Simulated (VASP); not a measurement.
# BN (zincblende type) (F-43m) in VASP: a series of runs

The runs below take BN (zincblende type) through single point, with LDA.

Everything below comes from runs of VASP 6.6.1. Logs are shortened: lines on timing, memory, paths and dates and some standing lists are left out, and cuts for length are marked.

## Step 1: The cell of the first run

The structure is cubic, space group F-43m (No. 216). Conventional cell: a = 3.431 Å, b = 3.431 Å, c = 3.431 Å, α = 90.00°, β = 90.00°, γ = 90.00°. B (site symmetry -43m) has 4 N at 1.49 Å within 2.0 Å. N (site symmetry -43m) has 4 B at 1.49 Å within 2.0 Å.

## Step 2: Single point, LDA (volume scaled by 0.88)

The input, INCAR:

```
SYSTEM = BN
  ALGO = Normal
  EDIFF = 1E-6
  ENCUT = 600
  GGA_COMPAT = .False.
  ISIF = 2
  ISMEAR = -1
  LASPH = .True.
  LCHARG = .True.
  LELF = .True.
  LREAL = .False.
  LVHAR = .True.
  LWAVE = .False.
  NBANDS = 11
  NELM = 120
  PREC = Accurate
  SIGMA = 0.1
```

The input, KPOINTS:

```
k-points
0
Gamma
  15 15 15
  0 0 0
```

The input, POSCAR:

```
BN
1.0
    0.0000000000      1.7156233368      1.7156233368
    1.7156233368      0.0000000000      1.7156233368
    1.7156233368      1.7156233368      0.0000000000
B N
1 1
Direct
    0.0000000000      0.0000000000      0.0000000000
    0.2500000000      0.2500000000      0.2500000000
```

Potentials or basis: VASP PAW LDA potentials, release 64 (B, N).

On the command line:

```sh
> cat potpaw_LDA.64/B/POTCAR potpaw_LDA.64/N/POTCAR > POTCAR
> mpirun -np 1 vasp_std > vasp.out
```

OUTCAR:

```text
SYSTEM = BN
   EDIFF = 1E-6
   ENCUT = 600
   ISIF = 2
   ISMEAR = -1
   LASPH = .True.
   LREAL = .False.
   NELM = 120
   PREC = Accurate

 ion  position               nearest neighbor table
   1  0.000  0.000  0.000-   2 1.49   2 1.49   2 1.49   2 1.49
   2  0.250  0.250  0.250-   1 1.49   1 1.49   1 1.49   1 1.49

  LATTYP: Found a face centered cubic cell.
 ALAT       =     3.4312466736

  Lattice vectors:

 A1 = (   0.0000000000,   1.7156233368,   1.7156233368)
 A2 = (   1.7156233368,   0.0000000000,   1.7156233368)
 A3 = (   1.7156233368,   1.7156233368,   0.0000000000)

Analysis of symmetry for initial positions (statically):
=====================================================================
 Subroutine PRICEL returns:
 Original cell was already a primitive cell.

 Routine SETGRP: Setting up the symmetry group for a
 face centered cubic supercell.

 Subroutine GETGRP returns: Found 24 space group operations
 (whereof 24 operations were pure point group operations)
 out of a pool of 48 trial point group operations.

The static configuration has the point symmetry T_d .

Analysis of symmetry for dynamics (positions and initial velocities):
=====================================================================
 Subroutine PRICEL returns:
 Original cell was already a primitive cell.

 Routine SETGRP: Setting up the symmetry group for a
 face centered cubic supercell.

 Subroutine GETGRP returns: Found 24 space group operations
 (whereof 24 operations were pure point group operations)
 out of a pool of 48 trial point group operations.

The dynamic configuration has the point symmetry T_d .

 Subroutine INISYM returns: Found 24 space group operations
 (whereof 24 operations are pure point group operations),
 and found     1 'primitive' translations

----------------------------------------------------------------------------------------

                                     Primitive cell

  volume of cell :      10.0994

  direct lattice vectors                    reciprocal lattice vectors
     0.000000000  1.715623337  1.715623337    -0.291439262  0.291439262  0.291439262
     1.715623337  0.000000000  1.715623337     0.291439262 -0.291439262  0.291439262
     1.715623337  1.715623337  0.000000000     0.291439262  0.291439262 -0.291439262

  length of vectors
     2.426257791  2.426257791  2.426257791     0.504787610  0.504787610  0.504787610

  position of ions in fractional coordinates (direct lattice)
     0.000000000  0.000000000  0.000000000
     0.250000000  0.250000000  0.250000000

  ion indices of the primitive-cell ions
   primitive index   ion index
                 1           1
                 2           2

----------------------------------------------------------------------------------------

 KPOINTS: k-points

Automatic generation of k-mesh.
 Grid dimensions read from file:
 generate k-points for:   15   15   15

 Generating k-lattice:

  Cartesian coordinates                     Fractional coordinates (reciprocal lattice)
    -0.019429284  0.019429284  0.019429284     0.066666667  0.000000000  0.000000000
     0.019429284 -0.019429284  0.019429284     0.000000000  0.066666667  0.000000000
     0.019429284  0.019429284 -0.019429284     0.000000000  0.000000000  0.066666667

  Length of vectors
     0.033652507  0.033652507  0.033652507

  Shift w.r.t. Gamma in fractional coordinates (k-lattice)
     0.000000000  0.000000000  0.000000000

 Subroutine IBZKPT returns following result:
 ===========================================

 Found    120 irreducible k-points:

 Following reciprocal coordinates:
            Coordinates               Weight
  0.000000  0.000000  0.000000      1.000000
  0.066667  0.000000  0.000000      8.000000
  0.133333  0.000000  0.000000      8.000000
  0.200000  0.000000  0.000000      8.000000
  0.266667  0.000000  0.000000      8.000000
  0.333333  0.000000  0.000000      8.000000
[... 16 lines left out ...]
  0.133333  0.133333  0.000000      6.000000
  0.200000  0.133333  0.000000     24.000000
 [... further k-points ...]
   k-points           NKPTS =    120   k-points in BZ     NKDIM =    120   number of bands    NBANDS=     11
   number of dos      NEDOS =    301   number of ions     NIONS =      2
   total plane-waves  NPLWV =   8000
   dimension x,y,z NGX =    20 NGY =   20 NGZ =   20
   dimension x,y,z NGXF=    40 NGYF=   40 NGZF=   40
   ions per type =               1   1
   NGX,Y,Z   is equivalent  to a cutoff of  13.70, 13.70, 13.70 a.u.
   NGXF,Y,Z  is equivalent  to a cutoff of  27.41, 27.41, 27.41 a.u.
 SYSTEM =  BN
   PREC   = accura    normal or accurate (medium, high low for compatibility)
   ISTART =      0    job   : 0-new  1-cont  2-samecut
   ICHARG =      2    charge: 1-file 2-atom 10-const
   ISPIN  =      1    spin polarized calculation?
   LNONCOLLINEAR =      F non collinear calculations
   LSORBIT =      F    spin-orbit coupling
   LASPH  =      T    aspherical Exc in radial PAW
   ENCUT  =  600.0 eV  44.10 Ry    6.64 a.u.   4.85  4.85  4.85*2*pi/ulx,y,z
   NELM   =    120;   NELMIN=  2; NELMDL= -5     # of ELM steps
   EDIFF  = 0.1E-05   stopping-criterion for ELM
   LREAL  =      F    real-space projection
   EDIFFG = 0.1E-04   stopping-criterion for IOM
   NSW    =      0    number of steps for IOM
   IBRION =     -1    ionic relax: 0-MD 1-quasi-New 2-CG
   NFREE  =      0    steps in history (QN), initial steepest desc. (CG)
   ISIF   =      2    stress and relaxation
   ISYM   =      2    0-nonsym 1-usesym 2-fastsym
   POTIM  = 0.5000    time-step for ionic-motion
   TEBEG  =    0.0;   TEEND  =   0.0 temperature during run
   PSTRESS=    0.0 pullay stress
   NELECT =       8.0000    total number of electrons
   NUPDOWN=      -1.0000    fix difference up-down
   EMIN   =  10.00;   EMAX   =-10.00  energy-range for DOS
   EFERMI =   0.00;   METHOD = LEGACY
   ISMEAR =    -1;   SIGMA  =   0.10  broadening in eV -4-tet -1-fermi 0-gaus
   EFERMI_NEDOS =   21; number of points for ismear=-14 and -15
   IALGO  =     38    algorithm
   IMIX   =      4    mixing-type and parameters
     AMIX     =   0.40;   BMIX     =  1.00
     AMIX_MAG =   1.60;   BMIX_MAG =  1.00
  volume/ion in A,a.u.               =       5.05        34.08
  Fermi-wavevector in a.u.,A,eV,Ry     =   1.514745  2.862453 31.217923  2.294453
  Thomas-Fermi vector in A             =   2.624362
   LORBIT       =      0    0 simple, 1 ext, 2 COOP (PROOUT), +10 PAW based schemes
   GGA     = CA    functional components
   LHFCALC =     F    Hartree Fock is set to
   AEXX    =    0.0000 exact exchange contribution
   IVDW    =     0    specifies the selected vdW correction
   LEPSILON=     F    determine dielectric tensor
   LRPA    =     F    only Hartree local field effects (RPA)
 non-spin polarized calculation
  energy-cutoff  :      600.00
  volume of cell :       10.10
 maximum number of plane-waves:       347
   NGX =  9   NGY =  9   NGZ =  9

 number of electron       8.0000001 magnetization

 Free energy of the ion-electron system (eV)
  ---------------------------------------------------
  ext. energy  EPLUGINS =         0.00000000
  ---------------------------------------------------
  free energy    TOTEN  =       -19.15149232 eV

  energy without entropy =      -19.15149232  energy(sigma->0) =      -19.15149232

 E-fermi :  11.4186     XC(G=0): -13.8741

 val. band max:        9.4759443513   @ k =   0.0000   0.0000   0.0000
 cond. band min:      14.0577964806   @ k =   0.4667   0.4667   0.0000
 fundamental gap:      4.5818521293
 Fermi energy:        11.4185888483

 k-point     1 :       0.0000    0.0000    0.0000
  band No.  band energies     occupation
      1     -12.4773      2.00000
      2       9.4759      2.00000
      3       9.4759      2.00000
      4       9.4759      2.00000
      5      18.8996      0.00000
      6      18.8996      0.00000
      7      18.8996      0.00000
      8      22.5758      0.00000
      9      37.0302      0.00000
     10      39.2659      0.00000
     11      39.2659      0.00000

 k-point     2 :       0.0667    0.0000    0.0000
  band No.  band energies     occupation
      1     -12.3550      2.00000
      2       8.8082      2.00000
      3       9.3341      2.00000
      4       9.3342      2.00000
      5      19.1138      0.00000
      6      19.1138      0.00000
      7      19.1832      0.00000
      8      22.8715      0.00000
      9      36.4935      0.00000
     10      37.1194      0.00000
     11      37.1194      0.00000

 k-point     3 :       0.1333    0.0000    0.0000
  band No.  band energies     occupation
      1     -11.9903      2.00000
      2       7.1508      2.00000
      3       8.9675      2.00000
      4       8.9675      2.00000
      5      19.6532      0.00000
      6      19.6532      0.00000
      7      19.7631      0.00000
      8      23.6446      0.00000
      9      35.4394      0.00000
     10      35.4394      0.00000
     11      35.5741      0.00000

 k-point     4 :       0.2000    0.0000    0.0000
  band No.  band energies     occupation
      1     -11.3898      2.00000
      2       5.0386      2.00000
      3       8.4981      2.00000
      4       8.4981      2.00000
      5      20.2741      0.00000
      6      20.2741      0.00000
      7      20.3493      0.00000
      8      24.5591      0.00000
      9      34.5545      0.00000
     10      34.5545      0.00000
     11      34.8863      0.00000

 k-point     5 :       0.2667    0.0000    0.0000
  band No.  band energies     occupation
      1     -10.5689      2.00000
      2       2.8058      2.00000
      3       8.0340      2.00000
      4       8.0340      2.00000
      5      20.7327      0.00000
      6      20.7327      0.00000
      7      20.8784      0.00000
      8      25.2852      0.00000
      9      34.5935      0.00000
     10      34.5935      0.00000
     11      34.6016      0.00000
[... 211 lines left out ...]
 k-point    21 :      -0.1333    0.0667    0.0000
  band No.  band energies     occupation
      1     -11.7086      2.00000
      2       6.4263      2.00000
      3       7.9691      2.00000
      4       9.0906      2.00000
      5      19.6106      0.00000
      6      19.9626      0.00000
      7      20.6030      0.00000
      8      24.0470      0.00000
      9      33.5976      0.00000
     10      34.0443      0.00000
     11      38.1350      0.00000

 k-point    22 :      -0.0667    0.0667    0.0000
  band No.  band energies     occupation
      1     -12.1520      2.00000
      2       8.0977      2.00000
      3       8.6118      2.00000
      4       9.3517      2.00000
      5      19.1763      0.00000
      6      19.3901      0.00000
      7      19.8792      0.00000
      8      23.3004      0.00000
      9      35.0245      0.00000
     10      35.1382      0.00000
     11      38.4678      0.00000

 k-point    23 :       0.1333    0.1333    0.0000
  band No.  band energies     occupation
      1     -11.8287      2.00000
      2       7.9881      2.00000
      3       7.9881      2.00000
      4       8.0833      2.00000
      5      18.1989      0.00000
      6      20.9465      0.00000
      7      20.9465      0.00000
      8      23.6028      0.00000
      9      31.0458      0.00000
     10      38.5086      0.00000
     11      40.1659      0.00000

 k-point    24 :       0.2000    0.1333    0.0000
  band No.  band energies     occupation
      1     -11.3883      2.00000
      2       6.3774      2.00000
      3       7.4062      2.00000
      4       8.0086      2.00000
      5      18.1540      0.00000
      6      21.7510      0.00000
      7      21.8063      0.00000
      8      23.8471      0.00000
      9      30.1354      0.00000
     10      38.5667      0.00000
     11      39.1588      0.00000

 [... further k-points ...]
[... 5 lines left out ...]
  --------------------------------------------------------------------------------------
  -------------------------------------------------------------------------------------
  Total        4.1602420      4.1602420      4.1602420      0.0000000     -0.0000000     -0.0000000
  in kB      659.9839090    659.9839090    659.9839090      0.0000000     -0.0000000     -0.0000000
  external PRESSURE =     659.9839090 kB  Pullay stress =       0.0000000 kB

 VOLUME and BASIS-vectors are now :
 -----------------------------------------------------------------------------
  energy-cutoff  :      600.00
  volume of cell :       10.10
      direct lattice vectors                 reciprocal lattice vectors
     0.000000000  1.715623337  1.715623337    -0.291439262  0.291439262  0.291439262
     1.715623337  0.000000000  1.715623337     0.291439262 -0.291439262  0.291439262
     1.715623337  1.715623337  0.000000000     0.291439262  0.291439262 -0.291439262

 POSITION                                       TOTAL-FORCE (eV/Angst)
 -----------------------------------------------------------------------------------
      0.00000      0.00000      0.00000         0.000000      0.000000      0.000000
      0.85781      0.85781      0.85781        -0.000000     -0.000000     -0.000000
 -----------------------------------------------------------------------------------
    total drift:                               -0.000000     -0.000000      0.000000

  FREE ENERGIE OF THE ION-ELECTRON SYSTEM (eV)
  ---------------------------------------------------
  free  energy   TOTEN  =       -19.1514923198 eV

  energy  without entropy=      -19.1514923198  energy(sigma->0) =      -19.15149232
```

Wall time 23 s (1 thread of AMD EPYC 9R45, shared host); peak memory 0.09 GiB.

What came out:

| Item | Value |
| --- | --- |
| Free energy | -19.1515 eV |
| Pressure | 66.0 GPa |
| Band gap on the k mesh | 4.58 eV, indirect (least direct gap 9.42 eV) |

Levels at points of the mesh, in eV from the valence-band top:
```csv
k point,band 1,band 2,band 3,band 4,band 5,band 6,band 7,band 8
"(0.00, 0.00, 0.00)",-21.95,0.00,0.00,0.00,9.42,9.42,9.42,13.10
```

Caveat: the cell differs from its parent crystal (volume scaled by 0.88). A k mesh can miss the band edges.

## Step 3: Single point, LDA

This run uses another cell than the first one, of 5.74 Å³/atom, 1.136 times its volume.

The input, INCAR:

```
ALGO = Normal
EDIFF = 1E-6
ENCUT = 600
GGA = CA
GGA_COMPAT = F
ISIF = 2
ISMEAR = -1
LASPH = T
LCHARG = F
LREAL = F
LWAVE = F
NBANDS = 11
NELM = 120
PREC = Accurate
SIGMA = 0.1
```

The input, KPOINTS:

```
k-points
0
Gamma
  15 15 15
```

The input, POSCAR:

```
BN
1.0
    0.0000000000      1.7903078712      1.7903078712
    1.7903078712      0.0000000000      1.7903078712
    1.7903078712      1.7903078712      0.0000000000
B N
1 1
Direct
    0.0000000000      0.0000000000      0.0000000000
    0.2500000000      0.2500000000      0.2500000000
```

Potentials or basis: VASP PAW LDA potentials, release 64 (B, N).

On the command line:

```sh
> cat potpaw_LDA.64/B/POTCAR potpaw_LDA.64/N/POTCAR > POTCAR
> mpirun -np 1 vasp_std > vasp.out
```

Wall time 24 s (1 thread of AMD EPYC 9R45, shared host); peak memory 0.09 GiB.

Results (log left out):

| Property | Result |
| --- | --- |
| Free energy | -19.4163 eV |
| Pressure | 0.7 GPa |
| Band gap on the k mesh | 4.44 eV, indirect (least direct gap 8.82 eV) |

Levels at points of the mesh, in eV from the valence-band top:
```tsv
k point	band 1	band 2	band 3	band 4	band 5	band 6	band 7	band 8
(0.00, 0.00, 0.00)	-20.40	0.00	0.00	0.00	8.82	8.82	8.82	10.91
```

A k mesh can miss the band edges.
